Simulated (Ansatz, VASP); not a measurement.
Two plane-wave programs on AlN

The input INCAR:

```
SYSTEM = AlN
PREC = Accurate
ENCUT = 520
EDIFF = 1E-7
ISMEAR = 0
SIGMA = 0.05
LREAL = .False.
LASPH = .True.
NELM = 80
ALGO = Normal
ISIF = 2
LWAVE = .False.
LCHARG = .True.
GGA = PE
LELF = .True.
LVHAR = .True.
NBANDS = 26
```

Contents of KPOINTS:

```
regular mesh
0
Gamma
  8 6 4
  0 0 0
```

File POSCAR:

```
AlN
1.0
   -1.6567491617      2.8695737234      0.0000000000
    0.0000000000      0.0000000000      4.1874629526
    4.9702474850      2.8695737234      0.0000000000
Al N
4 4
Direct
    0.3441654251      0.7500000000      0.1907743593
    0.0000000000      0.7500000000      0.6666666667
    0.0000000000      0.2500000000      0.3333333333
    0.5000000000      0.2500000000      0.8333333333
    0.5000000000      0.2500000000      0.1666666667
    0.0000000000      0.2500000000      0.6666666667
    0.0000000000      0.7500000000      0.3333333333
    0.5000000000      0.7500000000      0.8333333333
```

Input for Ansatz:

```yaml
crystal:
  lattice:
    - [-1.6567491617, 2.8695737234, 0.0]
    - [0.0, 0.0, 4.1874629526]
    - [4.970247485, 2.8695737234, 0.0]
  atoms:
    - { symbol: Al, position: [0.3441654251, 0.75, 0.1907743593] }
    - { symbol: Al, position: [0.0, 0.75, 0.6666666667] }
    - { symbol: Al, position: [0.0, 0.25, 0.3333333333] }
    - { symbol: Al, position: [0.5, 0.25, 0.8333333333] }
    - { symbol: "N", position: [0.5, 0.25, 0.1666666667] }
    - { symbol: "N", position: [0.0, 0.25, 0.6666666667] }
    - { symbol: "N", position: [0.0, 0.75, 0.3333333333] }
    - { symbol: "N", position: [0.5, 0.75, 0.8333333333] }
basis:
  ecutwfc: 420
kpoints:
  mp_grid: { grid: [8, 6, 4] }
hamiltonian:
  xc: pbe
  pseudopotentials: { kind: paw, azcp: { folder: soft_1 } }
scf:
  occupations: { method: gaussian, width: 0.05 }
output:
  forces: true
  stress: true
  eigenvalues: true
```

Alike in both runs: task single point; functional PBE; k mesh 8 × 6 × 4; occupations gaussian, width 0.05 eV; no spin polarisation.

```csv
,VASP,Ansatz
version,VASP 6.6.1,Ansatz 0.2.0
potentials or method,"VASP PAW PBE potentials, release 64 (Al, N), cutoff 520 eV","scalar-relativistic, plane waves, PAW"
valence electrons in the cell,32,32
```

```csv
,VASP,Ansatz,Ansatz less VASP
gap on the k mesh at the Fermi level (eV),3.04,3.03,-0.009
least direct gap on the mesh (eV),3.04,3.03,-0.009
pressure (GPa),18.6,18.8,+0.16
"traceless stress, the component that is largest in VASP (GPa)",29.79,29.88,+0.086
rms of the force components (eV/Å),7.029,7.037,+0.0077
```

Atom by atom the forces differ by 0.009 eV/Å (rms over components). The functional is the same, so the differences come from potentials, cutoffs and numerics.
